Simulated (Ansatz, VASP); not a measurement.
HfN: VASP beside Ansatz

Contents of POSCAR:

```
HfN
1.0
    0.0000000000      2.3934514500      2.4548220000
    2.3934514500      0.0000000000      2.4548220000
    2.3934514500      2.3934514500      0.0000000000
Hf N
1 1
Direct
    0.0000000000      0.0000000000      0.0000000000
    0.7500000000      0.7500000000      0.7500000000
```

File INCAR.step1:

```
PREC     = Accurate       # precision mode
ENCUT    = 520            # plane-wave cutoff, eV
ISMEAR   = 0              # smearing method
SIGMA    = 0.15           # smearing width, eV
LREAL    = F              # projectors in reciprocal space
LASPH    = T              # aspherical terms in the spheres
NELM     = 80             # most SCF steps
NBANDS   = 14             # bands
GGA      = PE             # functional
ALGO     = Normal         # electronic algorithm
EDIFF    = 1E-4           # SCF threshold, eV
LWAVE    = T              # write WAVECAR
LCHARG   = F              # write CHGCAR
```

The input INCAR.step2:

```
PREC     = Accurate       # precision mode
ENCUT    = 520            # plane-wave cutoff, eV
EDIFF    = 1E-6           # SCF threshold, eV
ISMEAR   = 0              # smearing method
SIGMA    = 0.15           # smearing width, eV
LREAL    = F              # projectors in reciprocal space
LASPH    = T              # aspherical terms in the spheres
NELM     = 80             # most SCF steps
ALGO     = Normal         # electronic algorithm
ISIF     = 2              # what is computed and relaxed
LWAVE    = F              # write WAVECAR
LCHARG   = F              # write CHGCAR
METAGGA  = R2SCAN         # meta-GGA
LMIXTAU  = T            
NBANDS   = 14             # bands
ISTART   = 1
```

Contents of KPOINTS:

```
regular mesh
0
Gamma
  16 16 16
```

Input for Ansatz:

```yaml
crystal:
  lattice:
    - [0.0, 2.39345145, 2.454822]
    - [2.39345145, 0.0, 2.454822]
    - [2.39345145, 2.39345145, 0.0]
  atoms:
    - { symbol: Hf, position: [0.0, 0.0, 0.0] }
    - { symbol: "N", position: [0.75, 0.75, 0.75] }
basis:
  ecutwfc: 500
kpoints:
  mp_grid: { grid: [16, 16, 16] }
hamiltonian:
  xc: r2scan
scf:
  occupations: { method: gaussian, width: 0.15 }
output:
  forces: true
  stress: true
  eigenvalues: true
```

Change from the starting cell: strain -0.025 along x and y, +0.000 along z, atoms carried along.

Alike in both runs: task single point; functional r2SCAN; k mesh 16 × 16 × 16; occupations gaussian, width 0.15 eV; no spin polarisation.

|  | VASP | Ansatz |
| --- | --- | --- |
| version | VASP 6.6.1 | Ansatz 0.2.0 |
| potentials or method | VASP PAW PBE potentials, release 64 (Hf_pv, N), cutoff 520 eV | scalar-relativistic, plane waves, PAW |
| valence electrons in the cell | 15 | 31 |

```tsv
	VASP	Ansatz	Ansatz less VASP
gap on the k mesh at the Fermi level (eV)	none	none	-
pressure (GPa)	7.4	8.7	+1.28
traceless stress, the component that is largest in VASP (GPa)	-2.92	-2.91	+0.013
```

VASP's potentials were made for PBE, not for r2SCAN. A gap of «none» marks a metal or a gap that the smearing closes. The functional is the same, so the differences come from potentials, cutoffs and numerics. VASP's potentials hold 15 valence electrons a cell and Ansatz's 31, so a difference there can come from the potentials and not from the codes.

Neither program's run includes spin-orbit coupling.
